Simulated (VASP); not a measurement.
# Ru in VASP: relaxation of the atoms with LDA

Aim: the relaxation of the atoms of Ru with LDA.

Program: VASP 6.6.1. These are calculated values, not measurements. Logs are shortened: lines on timing, memory, paths and dates and some standing lists are left out, and cuts for length are marked.

## Step 1: The cell of the first run

The cell holds a slab with vacuum, 2 atoms: a = 2.675 Å, b = 4.224 Å, c = 16.772 Å, α = 90.00°, β = 90.00°, γ = 90.00°.

## Step 2: Relaxation of the atoms, LDA

INCAR

```
ALGO     = Normal         # electronic algorithm
DIPOL    = 0.5 0.5 0.500
EDIFF    = 1E-6           # SCF threshold, eV
EDIFFG   = -0.01          # ionic threshold
ENCUT    = 520            # plane-wave cutoff, eV
GGA      = CA             # functional
IBRION   = 2              # ionic algorithm
IDIPOL   = 3            
ISIF     = 2              # what is computed and relaxed
ISMEAR   = -1             # smearing method
LASPH    = True           # aspherical terms in the spheres
LCHARG   = False          # write CHGCAR
LDIPOL   = True         
LREAL    = False          # projectors in reciprocal space
LWAVE    = False          # write WAVECAR
NELM     = 100            # most SCF steps
NSW      = 60             # ionic steps
PREC     = Accurate       # precision mode
SIGMA    = 0.1            # smearing width, eV
```

KPOINTS

```
k-points
0
Gamma
  14 9 1
```

POSCAR

```
Ru
1.0
    2.6752164047      0.0000000000      0.0000000000
    0.0000000000      4.2244496840      0.0000000000
    0.0000000000      0.0000000000     16.7723000000
Ru
2
Direct
    0.7500000000      0.7500000000      0.4769778607
    0.2500000000      0.2500000000      0.5230221393
```

Potentials or basis: VASP PAW LDA potentials, release 64 (Ru_pv).

On the command line:

```sh
$ cat potpaw_LDA.64/Ru_pv/POTCAR > POTCAR
$ mpirun -np 1 vasp_std > vasp.out
```

OUTCAR:

```text
EDIFF = 1E-6
   EDIFFG = -0.01
   ENCUT = 520
   GGA = CA
   IBRION = 2
   ISIF = 2
   ISMEAR = -1
   LASPH = True
   LREAL = False
   NELM = 100
   NSW = 60
   PREC = Accurate

 ion  position               nearest neighbor table
   1  0.750  0.750  0.477-   2 2.62   2 2.62   2 2.62   2 2.62
   2  0.250  0.250  0.523-   1 2.62   1 2.62   1 2.62   1 2.62

  LATTYP: Found a simple orthorhombic cell.
 ALAT       =     2.6752164047
 B/A-ratio  =     1.5791057787
 C/A-ratio  =     6.2695114947

  Lattice vectors:

 A1 = (   2.6752164047,   0.0000000000,   0.0000000000)
 A2 = (   0.0000000000,   4.2244496840,   0.0000000000)
 A3 = (   0.0000000000,   0.0000000000,  16.7723000000)

Analysis of symmetry for initial positions (statically):
=====================================================================
 Subroutine PRICEL returns:
 Original cell was already a primitive cell.

 Routine SETGRP: Setting up the symmetry group for a
 simple orthorhombic supercell.

 Subroutine GETGRP returns: Found  8 space group operations
 (whereof  2 operations were pure point group operations)
 out of a pool of  8 trial point group operations.

The static configuration has the point symmetry S_2 .
 The point group associated with its full space group is D_2h.

Analysis of symmetry for dynamics (positions and initial velocities):
=====================================================================
 Subroutine PRICEL returns:
 Original cell was already a primitive cell.

 Routine SETGRP: Setting up the symmetry group for a
 simple orthorhombic supercell.

 Subroutine GETGRP returns: Found  8 space group operations
 (whereof  2 operations were pure point group operations)
 out of a pool of  8 trial point group operations.

The dynamic configuration has the point symmetry S_2 .
 The point group associated with its full space group is D_2h.

 Subroutine INISYM returns: Found  8 space group operations
 (whereof  2 operations are pure point group operations),
 and found     1 'primitive' translations

----------------------------------------------------------------------------------------

                                     Primitive cell

  volume of cell :     189.5491
[... 101 lines left out ...]
   NUPDOWN=      -1.0000    fix difference up-down
   EMIN   =  10.00;   EMAX   =-10.00  energy-range for DOS
   EFERMI =   0.00;   METHOD = LEGACY
   ISMEAR =    -1;   SIGMA  =   0.10  broadening in eV -4-tet -1-fermi 0-gaus
   EFERMI_NEDOS =   21; number of points for ismear=-14 and -15
   IALGO  =     38    algorithm
   IMIX   =      4    mixing-type and parameters
     AMIX     =   0.40;   BMIX     =  1.00
     AMIX_MAG =   1.60;   BMIX_MAG =  1.00
  volume/ion in A,a.u.               =      94.77       639.57
  Fermi-wavevector in a.u.,A,eV,Ry     =   0.865407  1.635382 10.189796  0.748929
  Thomas-Fermi vector in A             =   1.983645
   LORBIT       =      0    0 simple, 1 ext, 2 COOP (PROOUT), +10 PAW based schemes
   GGA     = CA    functional components
   LHFCALC =     F    Hartree Fock is set to
   AEXX    =    0.0000 exact exchange contribution
   IVDW    =     0    specifies the selected vdW correction
   LEPSILON=     F    determine dielectric tensor
   LRPA    =     F    only Hartree local field effects (RPA)
 conjugate gradient relaxation of ions
 non-spin polarized calculation
  energy-cutoff  :      520.00
  volume of cell :      189.55
 maximum number of plane-waves:      5150
 NGX is ok and might be reduce to    20
   NGX =  9   NGY = 15   NGZ = 63

 dipolmoment           0.000000      0.000000      0.000000 electrons x Angstroem

--------------------------------------- Ionic step        1  -------------------------------------------

 number of electron      27.9999997 magnetization

 Free energy of the ion-electron system (eV)
  ---------------------------------------------------
  ext. energy  EPLUGINS =         0.00000000
  ---------------------------------------------------
  free energy    TOTEN  =       -16.36801805 eV

  energy without entropy =      -16.18852435  energy(sigma->0) =      -16.27827120

------------------------ aborting loop because EDIFF is reached ----------------------------------------

  FORCE on cell =-STRESS in cart. coord.  units (eV):
  Direction    XX          YY          ZZ          XY          YZ          ZX
  --------------------------------------------------------------------------------------
  -------------------------------------------------------------------------------------
  Total       -8.0286397     -9.8037894     -0.3212538      0.0000000      0.0000000      0.0000000
  in kB      -67.8626583    -82.8672401     -2.7154206      0.0000000      0.0000000      0.0000000
  external PRESSURE =     -51.1484397 kB  Pullay stress =       0.0000000 kB
[... 59 lines left out ...]
--------------------------------------- Ionic step        3  -------------------------------------------

 number of electron      27.9999998 magnetization

 dipolmoment           0.000000      0.000000     -0.000000 electrons x Angstroem

 Free energy of the ion-electron system (eV)
  ---------------------------------------------------
  ext. energy  EPLUGINS =         0.00000000
  ---------------------------------------------------
  free energy    TOTEN  =       -16.38211625 eV

  energy without entropy =      -16.19607296  energy(sigma->0) =      -16.28909460

 E-fermi :  -3.0214     XC(G=0):  -3.2756

 val. band max:       -3.0278079305   @ k =   0.0000   0.3333   0.0000
 cond. band min:      -3.0085205893   @ k =   0.0000   0.2222   0.0000
 fundamental gap:      0.0192873412
 Fermi energy:        -3.0213865312

 k-point     1 :       0.0000    0.0000    0.0000
  band No.  band energies     occupation
      1     -45.7988      2.00000
      2     -45.1595      2.00000
      3     -45.1386      2.00000
      4     -45.1204      2.00000
      5     -44.8596      2.00000
      6     -44.8568      2.00000
[... 481 lines left out ...]
      5     -45.0525      2.00000
      6     -45.0525      2.00000
[... 10 lines left out ...]
     17       1.6167      0.00000
     18       1.6167      0.00000

 [... further k-points ...]

------------------------ aborting loop because EDIFF is reached ----------------------------------------

 vacuum level on the upper side and lower side of the slab       (xc-potential included)        -0.008        -0.008

  FORCE on cell =-STRESS in cart. coord.  units (eV):
  Direction    XX          YY          ZZ          XY          YZ          ZX
  --------------------------------------------------------------------------------------
  -------------------------------------------------------------------------------------
  Total       -7.7468457     -8.8789594     -0.0190580      0.0000000      0.0000000      0.0000000
  in kB      -65.4807745    -75.0500474     -0.1610895      0.0000000      0.0000000      0.0000000
  external PRESSURE =     -46.8973038 kB  Pullay stress =       0.0000000 kB
[... 17 lines left out ...]
  FREE ENERGIE OF THE ION-ELECTRON SYSTEM (eV)
  ---------------------------------------------------
  free  energy   TOTEN  =       -16.3821162524 eV

  energy  without entropy=      -16.1960729554  energy(sigma->0) =      -16.28909460

 reached required accuracy - stopping structural energy minimisation

 vacuum level on the upper side and lower side of the slab         2.643         2.643
```

CONTCAR:

```text
Ru
   1.00000000000000
     2.6752164047000000    0.0000000000000000    0.0000000000000000
     0.0000000000000000    4.2244496839999996    0.0000000000000000
     0.0000000000000000    0.0000000000000000   16.7723000000000013
  Ru
     2
Direct
     0.7500000000000000    0.7500000000000000    0.4792055893437119
     0.2500000000000000    0.2500000000000000    0.5207944106562881

  0.00000000E+00  0.00000000E+00  0.00000000E+00
  0.00000000E+00  0.00000000E+00  0.00000000E+00
```

It took 7.1 min on 1 thread of Oxide Virtual Turin-like, shared host; peak memory 0.25 GiB.

What came out:

```
Free energy                  : -16.3821 eV
Energy gained by relaxing    : 7.0 meV/atom
Ionic steps                  : 3
Largest force after relaxing : 0.003 eV/Å
Band gap on the k mesh       : zero (bands 14 and 15 overlap by 0.54 eV)
```

Forces on the atoms (eV/Å):
```
Ru   0.000  0.000 -0.003
Ru   0.000  0.000  0.003
```

Step by step:
```csv
step,energy change (eV),largest force (eV/Å),pressure (GPa)
1,0.0000,0.3887,-5.11
2,-0.0107,0.1859,-4.90
3,-0.0141,0.0035,-4.69
```

Final structure:
```
CELL_PARAMETERS angstrom
2.67522 0.00000 0.00000
0.00000 4.22445 0.00000
0.00000 0.00000 16.77230
ATOMIC_POSITIONS crystal
Ru 0.75000 0.75000 0.47921
Ru 0.25000 0.25000 0.52079
```
